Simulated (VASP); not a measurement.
**Cl: single point with r2SCAN**

Cl:

```
Cl
1.0
     3.16411   -2.03088    0.00000
     3.16411    2.03088    0.00000
     0.00000    0.00000    8.16998
Cl
4
Direct
  0.87730 0.12270 0.10698
  0.62270 0.37730 0.60698
  0.12270 0.87730 0.89302
  0.37730 0.62270 0.39302
```

| Quantity | Value |
| --- | --- |
| Program | VASP 6.6.1 |
| Task | single point |
| Functional | r2SCAN |
| Potentials or basis | VASP PAW PBE potentials, release 64 (Cl) |
| Cutoff | 520 eV |
| k mesh | 6 × 6 × 4 |
| Occupations | gaussian, width 0.02 eV |
| Spin | no spin polarisation |

```yaml
Pressure: 0.1 GPa
Largest_force: 0.189 eV/Å
Band_gap_on_the_k_mesh: 2.65 eV
```

Forces in eV/Å, atoms in the order of the input:
```
Cl   0.000 -0.091 -0.166
Cl   0.000  0.091 -0.166
Cl   0.000  0.091  0.166
Cl   0.000 -0.091  0.166
```

Stress tensor (GPa, compression positive):
```
 0.45  0.00  0.00
 0.00  0.18  0.00
 0.00  0.00 -0.39
```

Levels at points of the mesh, in eV from the valence-band top:
```
           k point  band 11  band 12  band 13  band 14  band 15  band 16  band 17  band 18
(0.00, 0.00, 0.00)    -0.94    -0.40    -0.12     0.00     2.65     3.60     7.64     7.79
(0.50, 0.00, 0.00)    -0.91    -0.91    -0.28    -0.28     3.35     3.35     8.62     8.62
(0.50, 0.50, 0.00)    -1.54    -1.17    -0.46    -0.23     2.72     3.35     8.88     8.96
(0.00, 0.00, 0.50)    -0.81    -0.81    -0.06    -0.06     3.06     3.06     8.02     8.02
(0.50, 0.00, 0.50)    -0.67    -0.67    -0.07    -0.07     3.06     3.06     8.92     8.92
(0.50, 0.50, 0.50)    -0.93    -0.93    -0.85    -0.85     2.98     2.98     9.51     9.51
```

Run time: 8.7 min on 1 thread of Oxide Virtual Turin-like Processor, on a shared host, peak memory 0.21 GiB.

Caveat: the PAW data sets were made with another functional, which shifts forces and pressure a little. A k mesh can miss the band edges.
